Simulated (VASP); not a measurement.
# TaHPd (P4/nmm) in VASP: a series of runs

The runs below take TaHPd through single point, with r2SCAN.

Everything below comes from runs of VASP 6.6.1. Logs are shortened: lines on timing, memory, paths and dates and some standing lists are left out, and cuts for length are marked.

## 1. The cell of the first run

The structure is tetragonal, space group P4/nmm (No. 129). Conventional cell: a = 3.063 Å, b = 3.063 Å, c = 7.755 Å, α = 90.00°, β = 90.00°, γ = 90.00°. Within 2.9 Å of Pd (site symmetry 4mm) lie 1 H at 2.19 Å and 4 Pd at 2.66 Å and 4 Ta at 2.83 Å. Within 2.9 Å of Ta (site symmetry 4mm) lie 5 H at 2.19 to 2.20 Å and 4 Pd at 2.83 Å. Within 2.9 Å of H (site symmetry 4mm) lie 5 Ta at 2.19 to 2.20 Å and 1 Pd at 2.19 Å and 4 H at 2.83 Å.

## 2. Single point, r2SCAN

Contents of POSCAR:

```
TaHPd
1.0
    3.0630530000      0.0000000000      0.0000000000
    0.0000000000      3.0630530000      0.0000000000
    0.0000000000      0.0000000000      7.7545650000
Pd Ta H
2 2 2
Direct
    0.0000000000      0.5000000000      0.9000000000
    0.5000000000      0.0000000000      0.1000000000
    0.0000000000      0.5000000000      0.3350000000
    0.5000000000      0.0000000000      0.6650000000
    0.0000000000      0.5000000000      0.6170000000
    0.5000000000      0.0000000000      0.3830000000
```

Contents of INCAR.step1:

```
SYSTEM = TaHPd
PREC = Accurate
ENCUT = 520
ISMEAR = -1
SIGMA = 0.1
LREAL = .FALSE.
LASPH = .TRUE.
NELM = 60
NBANDS = 31
GGA = PE
ALGO = Normal
EDIFF = 1E-4
LWAVE = .TRUE.
LCHARG = .FALSE.
```

Contents of INCAR.step2:

```
SYSTEM = TaHPd
PREC = Accurate
ENCUT = 520
EDIFF = 1E-7
ISMEAR = -1
SIGMA = 0.1
LREAL = .FALSE.
LASPH = .TRUE.
NELM = 60
ALGO = Normal
ISIF = 2
LWAVE = .FALSE.
LCHARG = .TRUE.
METAGGA = R2SCAN
LMIXTAU = .TRUE.
LELF = .TRUE.
LVHAR = .TRUE.
NBANDS = 31
ISTART = 1
```

Contents of KPOINTS:

```
Automatic mesh
0
G
  6 6 3
  0 0 0
```

Potentials or basis: VASP PAW PBE potentials, release 64 (Pd, Ta_pv, H).

On the command line:

```sh
$ cat potpaw_PBE.64/Pd/POTCAR potpaw_PBE.64/Ta_pv/POTCAR potpaw_PBE.64/H/POTCAR > POTCAR
$ cp INCAR.step1 INCAR
$ mpirun -np 1 vasp_std > vasp.out
$ cp INCAR.step2 INCAR
$ mpirun -np 1 vasp_std > vasp.out
```

OUTCAR:

```text
SYSTEM = TaHPd
   PREC = Accurate
   ENCUT = 520
   EDIFF = 1E-7
   ISMEAR = -1
   LREAL = .FALSE.
   LASPH = .TRUE.
   NELM = 60
   ISIF = 2
   METAGGA = R2SCAN
   ISTART = 1

 ion  position               nearest neighbor table
   1  0.000  0.500  0.900-   2 2.66   2 2.66   2 2.66   2 2.66   4 2.83   4 2.83   4 2.83   4 2.83
                             3 3.37
   2  0.500  0.000  0.100-   1 2.66   1 2.66   1 2.66   1 2.66   3 2.83   3 2.83   3 2.83   3 2.83
                             4 3.37
   3  0.000  0.500  0.335-   5 2.19   6 2.20   6 2.20   6 2.20   6 2.20   2 2.83   2 2.83   2 2.83
                             2 2.83   4 3.35   4 3.35   4 3.35   4 3.35   1 3.37
   4  0.500  0.000  0.665-   6 2.19   5 2.20   5 2.20   5 2.20   5 2.20   1 2.83   1 2.83   1 2.83
                             1 2.83   3 3.35   3 3.35   3 3.35   3 3.35   2 3.37
   5  0.000  0.500  0.617-   3 2.19   4 2.20   4 2.20   4 2.20   4 2.20
   6  0.500  0.000  0.383-   4 2.19   3 2.20   3 2.20   3 2.20   3 2.20

  LATTYP: Found a simple tetragonal cell.
 ALAT       =     3.0630530000
 C/A-ratio  =     2.5316457143

  Lattice vectors:

 A1 = (   3.0630530000,   0.0000000000,   0.0000000000)
 A2 = (   0.0000000000,   3.0630530000,   0.0000000000)
 A3 = (   0.0000000000,   0.0000000000,   7.7545650000)

Analysis of symmetry for initial positions (statically):
=====================================================================
 Subroutine PRICEL returns:
 Original cell was already a primitive cell.

 Routine SETGRP: Setting up the symmetry group for a
 simple tetragonal supercell.

 Subroutine GETGRP returns: Found 16 space group operations
 (whereof  8 operations were pure point group operations)
 out of a pool of 16 trial point group operations.

The static configuration has the point symmetry D_2d.
 The point group associated with its full space group is D_4h.

Analysis of symmetry for dynamics (positions and initial velocities):
=====================================================================
 Subroutine PRICEL returns:
 Original cell was already a primitive cell.

 Routine SETGRP: Setting up the symmetry group for a
 simple tetragonal supercell.

 Subroutine GETGRP returns: Found 16 space group operations
 (whereof  8 operations were pure point group operations)
 out of a pool of 16 trial point group operations.

The dynamic configuration has the point symmetry D_2d.
 The point group associated with its full space group is D_4h.

 Subroutine INISYM returns: Found 16 space group operations
 (whereof  8 operations are pure point group operations),
 and found     1 'primitive' translations

----------------------------------------------------------------------------------------

                                     Primitive cell

  volume of cell :      72.7556

  direct lattice vectors                    reciprocal lattice vectors
     3.063053000  0.000000000  0.000000000     0.326471661  0.000000000  0.000000000
     0.000000000  3.063053000  0.000000000     0.000000000  0.326471661  0.000000000
     0.000000000  0.000000000  7.754565000     0.000000000  0.000000000  0.128956299

  length of vectors
     3.063053000  3.063053000  7.754565000     0.326471661  0.326471661  0.128956299

  position of ions in fractional coordinates (direct lattice)
     0.000000000  0.500000000  0.900000000
     0.500000000  0.000000000  0.100000000
     0.000000000  0.500000000  0.335000000
     0.500000000  0.000000000  0.665000000
     0.000000000  0.500000000  0.617000000
     0.500000000  0.000000000  0.383000000

  ion indices of the primitive-cell ions
   primitive index   ion index
                 1           1
                 2           2
                 3           3
                 4           4
                 5           5
                 6           6

----------------------------------------------------------------------------------------

 KPOINTS: Automatic mesh

Automatic generation of k-mesh.
 Grid dimensions read from file:
 generate k-points for:    6    6    3

 Generating k-lattice:

  Cartesian coordinates                     Fractional coordinates (reciprocal lattice)
     0.054411943  0.000000000  0.000000000     0.166666667  0.000000000  0.000000000
     0.000000000  0.054411943  0.000000000     0.000000000  0.166666667  0.000000000
     0.000000000  0.000000000  0.042985433     0.000000000  0.000000000  0.333333333

  Length of vectors
     0.054411943  0.054411943  0.042985433

  Shift w.r.t. Gamma in fractional coordinates (k-lattice)
     0.000000000  0.000000000  0.000000000

 Subroutine IBZKPT returns following result:
 ===========================================

 Found     20 irreducible k-points:

 Following reciprocal coordinates:
            Coordinates               Weight
  0.000000  0.000000  0.000000      1.000000
  0.166667  0.000000  0.000000      4.000000
  0.333333  0.000000  0.000000      4.000000
  0.500000  0.000000  0.000000      2.000000
  0.166667  0.166667  0.000000      4.000000
  0.333333  0.166667  0.000000      8.000000
[... 12 lines left out ...]
  0.500000  0.333333  0.333333      8.000000
  0.500000  0.500000  0.333333      2.000000
   k-points           NKPTS =     20   k-points in BZ     NKDIM =     20   number of bands    NBANDS=     31
   number of dos      NEDOS =    301   number of ions     NIONS =      6
   total plane-waves  NPLWV =  34560
   dimension x,y,z NGX =    24 NGY =   24 NGZ =   60
   dimension x,y,z NGXF=    48 NGYF=   48 NGZF=  120
   ions per type =               2   2   2
   NGX,Y,Z   is equivalent  to a cutoff of  13.03, 13.03, 12.86 a.u.
   NGXF,Y,Z  is equivalent  to a cutoff of  26.05, 26.05, 25.73 a.u.
 SYSTEM =  TaHPd
   PREC   = accura    normal or accurate (medium, high low for compatibility)
   ISTART =      1    job   : 0-new  1-cont  2-samecut
   ICHARG =      0    charge: 1-file 2-atom 10-const
   ISPIN  =      1    spin polarized calculation?
   LNONCOLLINEAR =      F non collinear calculations
   LSORBIT =      F    spin-orbit coupling
   LASPH  =      T    aspherical Exc in radial PAW
   ENCUT  =  520.0 eV  38.22 Ry    6.18 a.u.   5.70  5.70 14.42*2*pi/ulx,y,z
   NELM   =     60;   NELMIN=  2; NELMDL=  0     # of ELM steps
   EDIFF  = 0.1E-06   stopping-criterion for ELM
   LREAL  =      F    real-space projection
   EDIFFG = 0.1E-05   stopping-criterion for IOM
   NSW    =      0    number of steps for IOM
   IBRION =     -1    ionic relax: 0-MD 1-quasi-New 2-CG
   NFREE  =      0    steps in history (QN), initial steepest desc. (CG)
   ISIF   =      2    stress and relaxation
   ISYM   =      2    0-nonsym 1-usesym 2-fastsym
   POTIM  = 0.5000    time-step for ionic-motion
   TEBEG  =    0.0;   TEEND  =   0.0 temperature during run
   PSTRESS=    0.0 pullay stress
   NELECT =      44.0000    total number of electrons
   NUPDOWN=      -1.0000    fix difference up-down
   EMIN   =  10.00;   EMAX   =-10.00  energy-range for DOS
   EFERMI =   0.00;   METHOD = LEGACY
   ISMEAR =    -1;   SIGMA  =   0.10  broadening in eV -4-tet -1-fermi 0-gaus
   EFERMI_NEDOS =   21; number of points for ismear=-14 and -15
   IALGO  =     38    algorithm
   IMIX   =      4    mixing-type and parameters
     AMIX     =   0.40;   BMIX     =  1.00
     AMIX_MAG =   1.60;   BMIX_MAG =  1.00
  volume/ion in A,a.u.               =      12.13        81.83
  Fermi-wavevector in a.u.,A,eV,Ry     =   1.384428  2.616189 26.077466  1.916640
  Thomas-Fermi vector in A             =   2.508933
   LORBIT       =      0    0 simple, 1 ext, 2 COOP (PROOUT), +10 PAW based schemes
   METAGGA = R2SCAN    functional components
   LHFCALC =     F    Hartree Fock is set to
   AEXX    =    0.0000 exact exchange contribution
   IVDW    =     0    specifies the selected vdW correction
   LEPSILON=     F    determine dielectric tensor
   LRPA    =     F    only Hartree local field effects (RPA)
 non-spin polarized calculation
  energy-cutoff  :      520.00
  volume of cell :       72.76
 maximum number of plane-waves:      1980
 NGX is ok and might be reduce to    24
   NGX = 11   NGY = 11   NGZ = 29

 number of electron      44.0000005 magnetization

 Free energy of the ion-electron system (eV)
  ---------------------------------------------------
  ext. energy  EPLUGINS =         0.00000000
  ---------------------------------------------------
  free energy    TOTEN  =      -150.82018647 eV

  energy without entropy =     -150.71330158  energy(sigma->0) =     -150.76674403

 E-fermi :   7.5232     XC(G=0): -13.6775

 val. band max:        7.5141828823   @ k =   0.5000   0.0000   0.3333
 cond. band min:       7.5327246264   @ k =   0.0000   0.0000   0.0000
 fundamental gap:      0.0185417441
 Fermi energy:         7.5231710067

 k-point     1 :       0.0000    0.0000    0.0000
  band No.  band energies     occupation
      1     -28.8209      2.00000
      2     -28.6236      2.00000
      3     -28.4211      2.00000
      4     -28.4211      2.00000
      5     -28.3737      2.00000
      6     -28.3737      2.00000
[... 23 lines left out ...]
     30      12.7223      0.00000
     31      14.2240      0.00000

 k-point     2 :       0.1667    0.0000    0.0000
  band No.  band energies     occupation
      1     -28.8005      2.00000
      2     -28.6372      2.00000
      3     -28.5232      2.00000
      4     -28.4909      2.00000
      5     -28.4080      2.00000
      6     -28.3669      2.00000
[... 23 lines left out ...]
     30      13.3112      0.00000
     31      14.4624      0.00000

 k-point     3 :       0.3333    0.0000    0.0000
  band No.  band energies     occupation
      1     -28.7994      2.00000
      2     -28.7829      2.00000
      3     -28.6707      2.00000
      4     -28.6103      2.00000
      5     -28.3792      2.00000
      6     -28.3555      2.00000
[... 23 lines left out ...]
     30      12.3293      0.00000
     31      13.6931      0.00000

 k-point     4 :       0.5000    0.0000    0.0000
  band No.  band energies     occupation
      1     -28.8827      2.00000
      2     -28.8827      2.00000
      3     -28.6488      2.00000
      4     -28.6488      2.00000
      5     -28.3573      2.00000
      6     -28.3573      2.00000
[... 23 lines left out ...]
     30      12.4057      0.00000
     31      14.5147      0.00000

 k-point     5 :       0.1667    0.1667    0.0000
  band No.  band energies     occupation
      1     -28.7805      2.00000
      2     -28.6399      2.00000
      3     -28.5262      2.00000
      4     -28.5009      2.00000
      5     -28.4953      2.00000
      6     -28.4700      2.00000
[... 23 lines left out ...]
     30      14.1752      0.00000
     31      14.9509      0.00000
[... 406 lines left out ...]
     30      12.4853      0.00000
     31      14.5377      0.00000

 k-point    18 :       0.3333    0.3333    0.3333
  band No.  band energies     occupation
      1     -28.7577      2.00000
      2     -28.7316      2.00000
      3     -28.7062      2.00000
      4     -28.6584      2.00000
      5     -28.6511      2.00000
      6     -28.6025      2.00000
[... 23 lines left out ...]
     30      14.2361      0.00000
     31      14.5321      0.00000

 k-point    19 :       0.5000    0.3333    0.3333
  band No.  band energies     occupation
      1     -28.8245      2.00000
      2     -28.8245      2.00000
      3     -28.6780      2.00000
      4     -28.6780      2.00000
      5     -28.6323      2.00000
      6     -28.6323      2.00000
[... 23 lines left out ...]
     30      13.1107      0.00000
     31      14.2591      0.00000

 k-point    20 :       0.5000    0.5000    0.3333
  band No.  band energies     occupation
      1     -28.8321      2.00000
      2     -28.8321      2.00000
      3     -28.7508      2.00000
      4     -28.7508      2.00000
      5     -28.6300      2.00000
      6     -28.6300      2.00000
[... 23 lines left out ...]
     30      13.4910      0.00000
     31      13.7301      0.00000

------------------------ aborting loop because EDIFF is reached ----------------------------------------

  FORCE on cell =-STRESS in cart. coord.  units (eV):
  Direction    XX          YY          ZZ          XY          YZ          ZX
  --------------------------------------------------------------------------------------
  -------------------------------------------------------------------------------------
  Total       -5.1085301     -5.1085301     -3.2202382      0.0000000      0.0000000      0.0000000
  in kB     -112.4967753   -112.4967753    -70.9140210      0.0000000      0.0000000      0.0000000
  external PRESSURE =     -98.6358572 kB  Pullay stress =       0.0000000 kB

 VOLUME and BASIS-vectors are now :
 -----------------------------------------------------------------------------
  energy-cutoff  :      520.00
  volume of cell :       72.76
      direct lattice vectors                 reciprocal lattice vectors
     3.063053000  0.000000000  0.000000000     0.326471661  0.000000000  0.000000000
     0.000000000  3.063053000  0.000000000     0.000000000  0.326471661  0.000000000
     0.000000000  0.000000000  7.754565000     0.000000000  0.000000000  0.128956299

 POSITION                                       TOTAL-FORCE (eV/Angst)
 -----------------------------------------------------------------------------------
      0.00000      1.53153      6.97911         0.000000     -0.000000     -1.373275
      1.53153      0.00000      0.77546         0.000000      0.000000      1.373275
      0.00000      1.53153      2.59778         0.000000      0.000000      0.828876
      1.53153      0.00000      5.15679        -0.000000      0.000000     -0.828876
      0.00000      1.53153      4.78457        -0.000000     -0.000000     -0.276020
      1.53153      0.00000      2.97000         0.000000      0.000000      0.276020
 -----------------------------------------------------------------------------------
    total drift:                                0.000000      0.000000     -0.000000

  FREE ENERGIE OF THE ION-ELECTRON SYSTEM (eV)
  ---------------------------------------------------
  free  energy   TOTEN  =      -150.8201864720 eV

  energy  without entropy=     -150.7133015847  energy(sigma->0) =     -150.76674403
```

Wall time 88 s (1 thread of Intel Xeon Platinum 8488C (Sapphire Rapids), shared host); peak memory 0.21 GiB.

What came out:

```yaml
Free_energy: -150.8202 eV
Pressure: -9.9 GPa
Largest_force: 1.373 eV/Å
Band_gap_on_the_k_mesh: zero (band 22 reaches 8.67 eV, above the bottom of band 23 at 7.34 eV)
```

Forces in eV/Å, atoms in the order of the input:
```
Pd   0.000  0.000 -1.373
Pd   0.000  0.000  1.373
Ta   0.000  0.000  0.829
Ta   0.000  0.000 -0.829
H    0.000  0.000 -0.276
H    0.000  0.000  0.276
```

Levels at points of the mesh, in eV from the Fermi level:
| k point | band 19 | band 20 | band 21 | band 22 | band 23 | band 24 | band 25 | band 26 |
| --- | --- | --- | --- | --- | --- | --- | --- | --- |
| (0.00, 0.00, 0.00) | -2.20 | -1.34 | -1.07 | -0.43 | 0.01 | 1.21 | 1.21 | 3.56 |
| (0.50, 0.00, 0.00) | -1.83 | -1.83 | -0.81 | -0.81 | -0.19 | -0.19 | 1.18 | 1.18 |
| (0.50, 0.50, 0.00) | -1.29 | -1.29 | 1.14 | 1.14 | 1.92 | 1.92 | 2.57 | 2.57 |

Caveat: the PAW data sets were made with another functional, which shifts forces and pressure a little; spin-orbit coupling is left out, which moves the levels of the heavy elements.

## 3. Single point, r2SCAN

POSCAR is that of step 2.

Contents of INCAR.step1:

```
  ALGO = Normal
  EDIFF = 1E-4
  ENCUT = 520
  GGA = PE
  ISMEAR = 1
  LASPH = T
  LCHARG = F
  LREAL = F
  LWAVE = T
  NBANDS = 31
  NELM = 100
  PREC = Accurate
  SIGMA = 0.005
```

Contents of INCAR.step2:

```
  ALGO = Normal
  EDIFF = 1E-6
  ENCUT = 520
  ISIF = 2
  ISMEAR = 1
  ISTART = 1
  LASPH = T
  LCHARG = F
  LMIXTAU = T
  LREAL = F
  LWAVE = F
  METAGGA = R2SCAN
  NBANDS = 31
  NELM = 100
  PREC = Accurate
  SIGMA = 0.005
```

Contents of KPOINTS:

```
k-points
0
Gamma
  6 6 3
```

Potentials or basis: VASP PAW PBE potentials, release 64 (Pd, Ta_pv, H).

On the command line:

```sh
$ cat potpaw_PBE.64/Pd/POTCAR potpaw_PBE.64/Ta_pv/POTCAR potpaw_PBE.64/H/POTCAR > POTCAR
$ cp INCAR.step1 INCAR
$ mpirun -np 1 vasp_std > vasp.out
$ cp INCAR.step2 INCAR
$ mpirun -np 1 vasp_std > vasp.out
```

Wall time 79 s (1 thread of Intel Xeon Platinum 8488C (Sapphire Rapids), shared host); peak memory 0.21 GiB.

The run converged. Its results:

```yaml
Free_energy: -150.7619 eV
Pressure: -9.9 GPa
Largest_force: 1.314 eV/Å
Band_gap_on_the_k_mesh: zero (band 22 reaches 8.66 eV, above the bottom of band 23 at 7.33 eV)
```

Forces in eV/Å, atoms in the order of the input:
```
Pd   0.000  0.000 -1.314
Pd   0.000  0.000  1.314
Ta   0.000  0.000  0.797
Ta   0.000  0.000 -0.797
H    0.000  0.000 -0.270
H    0.000  0.000  0.270
```

Stress tensor (GPa, compression positive):
```
-11.28   0.00   0.00
  0.00 -11.28   0.00
  0.00   0.00  -7.26
```

Levels at points of the mesh, in eV from the Fermi level:
| k point | band 19 | band 20 | band 21 | band 22 | band 23 | band 24 | band 25 | band 26 |
| --- | --- | --- | --- | --- | --- | --- | --- | --- |
| (0.00, 0.00, 0.00) | -2.17 | -1.32 | -1.02 | -0.40 | 0.05 | 1.25 | 1.25 | 3.62 |
| (0.50, 0.00, 0.00) | -1.80 | -1.80 | -0.77 | -0.77 | -0.16 | -0.16 | 1.23 | 1.23 |
| (0.50, 0.50, 0.00) | -1.27 | -1.27 | 1.18 | 1.18 | 1.96 | 1.96 | 2.61 | 2.61 |

Caveat: the PAW data sets were made with another functional, which shifts forces and pressure a little; spin-orbit coupling is left out, which moves the levels of the heavy elements.
